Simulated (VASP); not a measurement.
# MgS (Imm2) in VASP: a series of runs

Runs on MgS. Level: r2SCAN. Tasks: single point.

All numbers are computed with VASP 6.6.1; they aren't measurements. Logs are shortened: lines on timing, memory, paths and dates and some standing lists are left out, and cuts for length are marked.

## Step 1: The cell of the first run

It takes space group Imm2 (No. 44, orthorhombic). The conventional cell has a = 3.679 Å, b = 5.203 Å, c = 3.679 Å, α = 90.00°, β = 90.00°, γ = 90.00°. Mg (site symmetry mm2) has 6 S at 2.57 to 2.64 Å within 3.4 Å. Within 3.4 Å of S (site symmetry mm2) lie 6 Mg at 2.57 to 2.64 Å.

## Step 2: Single point, r2SCAN (all Mg atoms moved -0.050 Å, as atom 1 along Cartesian [1 1 0])

File POSCAR:

```
MgS
1.0
    0.0000000000      2.6016500000      2.6016500000
    2.6016500000      0.0000000000      2.6016500000
    2.6016500000      2.6016500000      0.0000000000
Mg S
1 1
Direct
    0.0000000000      0.0000000000     -0.0135895832
    0.5000000000      0.5000000000      0.5000000000
```

File INCAR.step1:

```
SYSTEM = MgS
ALGO = Normal ; EDIFF = 1E-4
ENCUT = 520 ; GGA = PE
ISMEAR = 0 ; LASPH = .True.
LCHARG = .False. ; LREAL = .False.
LWAVE = .True. ; NBANDS = 11
NELM = 60 ; PREC = Accurate
SIGMA = 0.05
```

File INCAR.step2:

```
SYSTEM = MgS
ALGO = Normal ; EDIFF = 1E-6
ENCUT = 520 ; ISIF = 2
ISMEAR = 0 ; ISTART = 1
LASPH = .True. ; LCHARG = .False.
LMIXTAU = .True. ; LREAL = .False.
LWAVE = .False. ; METAGGA = R2SCAN
NBANDS = 11 ; NELM = 60
PREC = Accurate ; SIGMA = 0.05
```

File KPOINTS:

```
k-points
0
Gamma
  8 8 8
  0 0 0
```

Potentials or basis: VASP PAW PBE potentials, release 64 (Mg, S).

Run with:

```bash
$ cat potpaw_PBE.64/Mg/POTCAR potpaw_PBE.64/S/POTCAR > POTCAR
$ cp INCAR.step1 INCAR
$ mpirun -np 1 vasp_std > vasp.out
$ cp INCAR.step2 INCAR
$ mpirun -np 1 vasp_std > vasp.out
```

OUTCAR:

```text
SYSTEM = MgS
   EDIFF = 1E-6
   ENCUT = 520
   ISIF = 2
   ISMEAR = 0
   ISTART = 1
   LASPH = .True.
   LREAL = .False.
   METAGGA = R2SCAN
   NELM = 60
   PREC = Accurate

 ion  position               nearest neighbor table
   1  0.000  0.000  0.986-   2 2.57   2 2.57   2 2.60   2 2.60   2 2.64   2 2.64
   2  0.500  0.500  0.500-   1 2.57   1 2.57   1 2.60   1 2.60   1 2.64   1 2.64

  LATTYP: Found a face centered cubic cell.
 ALAT       =     5.2033000000

  Lattice vectors:

 A1 = (   0.0000000000,   2.6016500000,   2.6016500000)
 A2 = (   2.6016500000,   0.0000000000,   2.6016500000)
 A3 = (   2.6016500000,   2.6016500000,   0.0000000000)

Analysis of symmetry for initial positions (statically):
=====================================================================
 Subroutine PRICEL returns:
 Original cell was already a primitive cell.

 Routine SETGRP: Setting up the symmetry group for a
 face centered cubic supercell.

 Subroutine GETGRP returns: Found  4 space group operations
 (whereof  4 operations were pure point group operations)
 out of a pool of 48 trial point group operations.

The static configuration has the point symmetry C_2v.

Analysis of symmetry for dynamics (positions and initial velocities):
=====================================================================
 Subroutine PRICEL returns:
 Original cell was already a primitive cell.

 Routine SETGRP: Setting up the symmetry group for a
 face centered cubic supercell.

 Subroutine GETGRP returns: Found  4 space group operations
 (whereof  4 operations were pure point group operations)
 out of a pool of 48 trial point group operations.

The dynamic configuration has the point symmetry C_2v.

 Subroutine INISYM returns: Found  4 space group operations
 (whereof  4 operations are pure point group operations),
 and found     1 'primitive' translations

----------------------------------------------------------------------------------------

                                     Primitive cell

  volume of cell :      35.2190

  direct lattice vectors                    reciprocal lattice vectors
     0.000000000  2.601650000  2.601650000    -0.192185728  0.192185728  0.192185728
     2.601650000  0.000000000  2.601650000     0.192185728 -0.192185728  0.192185728
     2.601650000  2.601650000  0.000000000     0.192185728  0.192185728 -0.192185728

  length of vectors
     3.679288715  3.679288715  3.679288715     0.332875446  0.332875446  0.332875446

  position of ions in fractional coordinates (direct lattice)
     0.000000000  0.000000000  0.986410417
     0.500000000  0.500000000  0.500000000

  ion indices of the primitive-cell ions
   primitive index   ion index
                 1           1
                 2           2

----------------------------------------------------------------------------------------

 KPOINTS: k-points

Automatic generation of k-mesh.
 Grid dimensions read from file:
 generate k-points for:    8    8    8

 Generating k-lattice:

  Cartesian coordinates                     Fractional coordinates (reciprocal lattice)
    -0.024023216  0.024023216  0.024023216     0.125000000  0.000000000  0.000000000
     0.024023216 -0.024023216  0.024023216     0.000000000  0.125000000  0.000000000
     0.024023216  0.024023216 -0.024023216     0.000000000  0.000000000  0.125000000

  Length of vectors
     0.041609431  0.041609431  0.041609431

  Shift w.r.t. Gamma in fractional coordinates (k-lattice)
     0.000000000  0.000000000  0.000000000

 Subroutine IBZKPT returns following result:
 ===========================================

 Found     95 irreducible k-points:

 Following reciprocal coordinates:
            Coordinates               Weight
  0.000000  0.000000  0.000000      1.000000
  0.125000  0.000000  0.000000      4.000000
  0.000000  0.000000  0.125000      4.000000
  0.250000  0.000000  0.000000      4.000000
  0.000000  0.000000  0.250000      4.000000
  0.375000  0.000000  0.000000      4.000000
[... 16 lines left out ...]
  0.125000  0.125000 -0.375000      4.000000
 -0.375000  0.125000  0.000000      4.000000
 [... further k-points ...]
   k-points           NKPTS =     95   k-points in BZ     NKDIM =     95   number of bands    NBANDS=     11
   number of dos      NEDOS =    301   number of ions     NIONS =      2
   total plane-waves  NPLWV =  21952
   dimension x,y,z NGX =    28 NGY =   28 NGZ =   28
   dimension x,y,z NGXF=    56 NGYF=   56 NGZF=   56
   ions per type =               1   1
   NGX,Y,Z   is equivalent  to a cutoff of  12.65, 12.65, 12.65 a.u.
   NGXF,Y,Z  is equivalent  to a cutoff of  25.30, 25.30, 25.30 a.u.
 SYSTEM =  MgS
   PREC   = accura    normal or accurate (medium, high low for compatibility)
   ISTART =      1    job   : 0-new  1-cont  2-samecut
   ICHARG =      0    charge: 1-file 2-atom 10-const
   ISPIN  =      1    spin polarized calculation?
   LNONCOLLINEAR =      F non collinear calculations
   LSORBIT =      F    spin-orbit coupling
   LASPH  =      T    aspherical Exc in radial PAW
   ENCUT  =  520.0 eV  38.22 Ry    6.18 a.u.   6.84  6.84  6.84*2*pi/ulx,y,z
   NELM   =     60;   NELMIN=  2; NELMDL=  0     # of ELM steps
   EDIFF  = 0.1E-05   stopping-criterion for ELM
   LREAL  =      F    real-space projection
   EDIFFG = 0.1E-04   stopping-criterion for IOM
   NSW    =      0    number of steps for IOM
   IBRION =     -1    ionic relax: 0-MD 1-quasi-New 2-CG
   NFREE  =      0    steps in history (QN), initial steepest desc. (CG)
   ISIF   =      2    stress and relaxation
   ISYM   =      2    0-nonsym 1-usesym 2-fastsym
   POTIM  = 0.5000    time-step for ionic-motion
   TEBEG  =    0.0;   TEEND  =   0.0 temperature during run
   PSTRESS=    0.0 pullay stress
   NELECT =       8.0000    total number of electrons
   NUPDOWN=      -1.0000    fix difference up-down
   EMIN   =  10.00;   EMAX   =-10.00  energy-range for DOS
   EFERMI =   0.00;   METHOD = LEGACY
   ISMEAR =     0;   SIGMA  =   0.05  broadening in eV -4-tet -1-fermi 0-gaus
   EFERMI_NEDOS =   21; number of points for ismear=-14 and -15
   IALGO  =     38    algorithm
   IMIX   =      4    mixing-type and parameters
     AMIX     =   0.40;   BMIX     =  1.00
     AMIX_MAG =   1.60;   BMIX_MAG =  1.00
  volume/ion in A,a.u.               =      17.61       118.83
  Fermi-wavevector in a.u.,A,eV,Ry     =   0.998878  1.887606 13.575323  0.997758
  Thomas-Fermi vector in A             =   2.131131
   LORBIT       =      0    0 simple, 1 ext, 2 COOP (PROOUT), +10 PAW based schemes
   METAGGA = R2SCAN    functional components
   LHFCALC =     F    Hartree Fock is set to
   AEXX    =    0.0000 exact exchange contribution
   IVDW    =     0    specifies the selected vdW correction
   LEPSILON=     F    determine dielectric tensor
   LRPA    =     F    only Hartree local field effects (RPA)
 non-spin polarized calculation
 Gauss-broadening in eV      SIGMA  =   0.05
  energy-cutoff  :      520.00
  volume of cell :       35.22
 maximum number of plane-waves:       960
   NGX = 13   NGY = 13   NGZ = 13

 number of electron       8.0000000 magnetization

 Free energy of the ion-electron system (eV)
  ---------------------------------------------------
  ext. energy  EPLUGINS =         0.00000000
  ---------------------------------------------------
  free energy    TOTEN  =       -15.50695293 eV

  energy without entropy =      -15.50695293  energy(sigma->0) =      -15.50695293

 E-fermi :   3.7518     XC(G=0): -10.0894

 val. band max:        3.4921034145   @ k =   0.0000   0.0000   0.0000
 cond. band min:       6.9262348349   @ k =   0.5000   0.5000   0.0000
 fundamental gap:      3.4341314204
 Fermi energy:         3.7517546811

 k-point     1 :       0.0000    0.0000    0.0000
  band No.  band energies     occupation
      1      -9.6911      2.00000
      2       3.4875      2.00000
      3       3.4919      2.00000
      4       3.4921      2.00000
      5       8.1063      0.00000
      6      12.0219      0.00000
      7      12.0224      0.00000
      8      12.0261      0.00000
      9      14.4371      0.00000
     10      14.4402      0.00000
     11      17.0304      0.00000

 k-point     2 :       0.1250    0.0000    0.0000
  band No.  band energies     occupation
      1      -9.5360      2.00000
      2       2.4767      2.00000
      3       3.3851      2.00000
      4       3.3869      2.00000
      5       8.8612      0.00000
      6      11.7495      0.00000
      7      12.2851      0.00000
      8      12.2896      0.00000
      9      13.8483      0.00000
     10      13.8550      0.00000
     11      17.2726      0.00000

 k-point     3 :       0.0000    0.0000    0.1250
  band No.  band energies     occupation
      1      -9.5361      2.00000
      2       2.4791      2.00000
      3       3.3821      2.00000
      4       3.3867      2.00000
      5       8.8625      0.00000
      6      11.7522      0.00000
      7      12.2843      0.00000
      8      12.2849      0.00000
      9      13.8515      0.00000
     10      13.8517      0.00000
     11      17.2793      0.00000

 k-point     4 :       0.2500    0.0000    0.0000
  band No.  band energies     occupation
      1      -9.1175      2.00000
      2       0.6929      2.00000
      3       3.1541      2.00000
      4       3.1560      2.00000
      5       9.1972      0.00000
      6      11.9225      0.00000
      7      11.9230      0.00000
      8      12.6157      0.00000
      9      14.4607      0.00000
     10      14.4706      0.00000
     11      16.4545      0.00000
[... 239 lines left out ...]
 k-point    22 :       0.1250    0.0000    0.5000
  band No.  band energies     occupation
      1      -8.3126      2.00000
      2      -1.1400      2.00000
      3       2.2411      2.00000
      4       2.6715      2.00000
      5       9.3187      0.00000
      6      10.4573      0.00000
      7      11.5914      0.00000
      8      14.4493      0.00000
      9      16.4830      0.00000
     10      18.4164      0.00000
     11      18.6041      0.00000

 k-point    23 :       0.1250    0.1250   -0.3750
  band No.  band energies     occupation
      1      -8.3126      2.00000
      2      -1.1400      2.00000
      3       2.2440      2.00000
      4       2.6682      2.00000
      5       9.3199      0.00000
      6      10.4564      0.00000
      7      11.5911      0.00000
      8      14.4449      0.00000
      9      16.4929      0.00000
     10      18.4155      0.00000
     11      18.6064      0.00000

 k-point    24 :      -0.3750    0.1250    0.0000
  band No.  band energies     occupation
      1      -8.3957      2.00000
      2      -0.9503      2.00000
      3       2.1181      2.00000
      4       2.8540      2.00000
      5       9.5065      0.00000
      6      10.6232      0.00000
      7      11.4432      0.00000
      8      14.2905      0.00000
      9      16.2318      0.00000
     10      16.9819      0.00000
     11      19.3534      0.00000

 [... further k-points ...]

------------------------ aborting loop because EDIFF is reached ----------------------------------------

  FORCE on cell =-STRESS in cart. coord.  units (eV):
  Direction    XX          YY          ZZ          XY          YZ          ZX
  --------------------------------------------------------------------------------------
  -------------------------------------------------------------------------------------
  Total       -0.0721173     -0.0721173     -0.1086303     -0.0036157      0.0000000      0.0000000
  in kB       -3.2807520     -3.2807520     -4.9417974     -0.1644829      0.0000000      0.0000000
  external PRESSURE =      -3.8344338 kB  Pullay stress =       0.0000000 kB

 VOLUME and BASIS-vectors are now :
 -----------------------------------------------------------------------------
  energy-cutoff  :      520.00
  volume of cell :       35.22
      direct lattice vectors                 reciprocal lattice vectors
     0.000000000  2.601650000  2.601650000    -0.192185728  0.192185728  0.192185728
     2.601650000  0.000000000  2.601650000     0.192185728 -0.192185728  0.192185728
     2.601650000  2.601650000  0.000000000     0.192185728  0.192185728 -0.192185728

 POSITION                                       TOTAL-FORCE (eV/Angst)
 -----------------------------------------------------------------------------------
      2.56629      2.56629      0.00000         0.099668      0.099668      0.000000
      2.60165      2.60165      2.60165        -0.099668     -0.099668     -0.000000
 -----------------------------------------------------------------------------------
    total drift:                                0.000098      0.000098     -0.000003

  FREE ENERGIE OF THE ION-ELECTRON SYSTEM (eV)
  ---------------------------------------------------
  free  energy   TOTEN  =       -15.5069529278 eV

  energy  without entropy=      -15.5069529278  energy(sigma->0) =      -15.50695293
```

Wall time 64 s (1 thread of Intel Xeon 6975P-C (Granite Rapids), shared host); peak memory 0.18 GiB.

Results:

```yaml
Free_energy: -15.5070 eV
Pressure: -0.4 GPa
Largest_force: 0.141 eV/Å
Band_gap_on_the_k_mesh: 3.43 eV, indirect (least direct gap 4.61 eV)
```

Forces in eV/Å, atoms in the order of the input:
```
Mg   0.100  0.100  0.000
S   -0.100 -0.100  0.000
```

Stress tensor (GPa, compression positive):
```
-0.33 -0.02  0.00
-0.02 -0.33  0.00
 0.00  0.00 -0.49
```

Levels at points of the mesh, in eV from the valence-band top:
```
           k point  band 1  band 2  band 3  band 4  band 5  band 6  band 7  band 8
(0.00, 0.00, 0.00)  -13.18    0.00    0.00    0.00    4.61    8.53    8.53    8.53
(0.50, 0.00, 0.00)  -11.85   -4.88   -0.62   -0.62    5.21    7.51    7.51   11.23
(0.00, 0.00, 0.50)  -11.85   -4.88   -0.62   -0.62    5.22    7.50    7.50   11.23
(0.50, 0.50, 0.00)  -11.47   -4.27   -1.73   -1.73    3.43    4.92   13.14   13.49
(0.00, 0.50, 0.50)  -11.47   -4.27   -1.73   -1.73    3.43    4.93   13.14   13.49
```

Caveat: the cell differs from its parent crystal (all Mg atoms moved -0.050 Å, as atom 1 along Cartesian [1 1 0]); the PAW data sets were made with another functional, which shifts forces and pressure a little.

## Step 3: Single point, r2SCAN (all Mg atoms moved +0.025 Å, as atom 1 along Cartesian [1 1 0])

POSCAR, as its differences from that of step 2:

```diff
@@ -8,3 +8,3 @@
 Direct
-    0.0000000000      0.0000000000     -0.0135895832
+    0.0000000000      0.0000000000      0.0067947916
     0.5000000000      0.5000000000      0.5000000000
```

File INCAR.step1:

```
SYSTEM = MgS
  ALGO = Normal
  EDIFF = 1E-4
  ENCUT = 520
  GGA = PE
  ISMEAR = 0
  LASPH = .TRUE.
  LCHARG = .FALSE.
  LREAL = .FALSE.
  LWAVE = .TRUE.
  NBANDS = 11
  NELM = 60
  PREC = Accurate
  SIGMA = 0.05
```

File INCAR.step2:

```
SYSTEM = MgS
  ALGO = Normal
  EDIFF = 1E-7
  ENCUT = 520
  ISIF = 2
  ISMEAR = 0
  ISTART = 1
  LASPH = .TRUE.
  LCHARG = .TRUE.
  LELF = .TRUE.
  LMIXTAU = .TRUE.
  LREAL = .FALSE.
  LVHAR = .TRUE.
  LWAVE = .FALSE.
  METAGGA = R2SCAN
  NBANDS = 11
  NELM = 60
  PREC = Accurate
  SIGMA = 0.05
```

File KPOINTS:

```
k-points
0
G
  8 8 8
  0 0 0
```

Potentials or basis: VASP PAW PBE potentials, release 64 (Mg, S).

Run with:

```bash
$ cat potpaw_PBE.64/Mg/POTCAR potpaw_PBE.64/S/POTCAR > POTCAR
$ cp INCAR.step1 INCAR
$ mpirun -np 1 vasp_std > vasp.out
$ cp INCAR.step2 INCAR
$ mpirun -np 1 vasp_std > vasp.out
```

Wall time 67 s (1 thread of Intel Xeon 6975P-C (Granite Rapids), shared host); peak memory 0.19 GiB.

Results (log left out):

```yaml
Free_energy: -15.5096 eV
Pressure: -0.4 GPa
Largest_force: 0.071 eV/Å
Band_gap_on_the_k_mesh: 3.43 eV, indirect (least direct gap 4.61 eV)
```

Forces in eV/Å, atoms in the order of the input:
```
Mg  -0.050 -0.050  0.000
S    0.050  0.050  0.000
```

Levels at points of the mesh, in eV from the valence-band top:
| k point | band 1 | band 2 | band 3 | band 4 | band 5 | band 6 | band 7 | band 8 | band 9 |
| --- | --- | --- | --- | --- | --- | --- | --- | --- | --- |
| (0.00, 0.00, 0.00) | -13.18 | 0.00 | 0.00 | 0.00 | 4.61 | 8.53 | 8.53 | 8.53 | 10.94 |
| (0.50, 0.00, 0.00) | -11.85 | -4.88 | -0.62 | -0.62 | 5.22 | 7.50 | 7.50 | 11.23 | 13.23 |
| (0.00, 0.00, 0.50) | -11.85 | -4.88 | -0.62 | -0.62 | 5.22 | 7.50 | 7.50 | 11.23 | 13.23 |
| (0.50, 0.50, 0.00) | -11.47 | -4.27 | -1.73 | -1.73 | 3.43 | 4.93 | 13.14 | 13.49 | 14.54 |
| (0.00, 0.50, 0.50) | -11.47 | -4.27 | -1.73 | -1.73 | 3.43 | 4.93 | 13.14 | 13.49 | 14.54 |

Caveat: the cell differs from its parent crystal (all Mg atoms moved +0.025 Å, as atom 1 along Cartesian [1 1 0]); the PAW data sets were made with another functional, which shifts forces and pressure a little. A k mesh can miss the band edges.
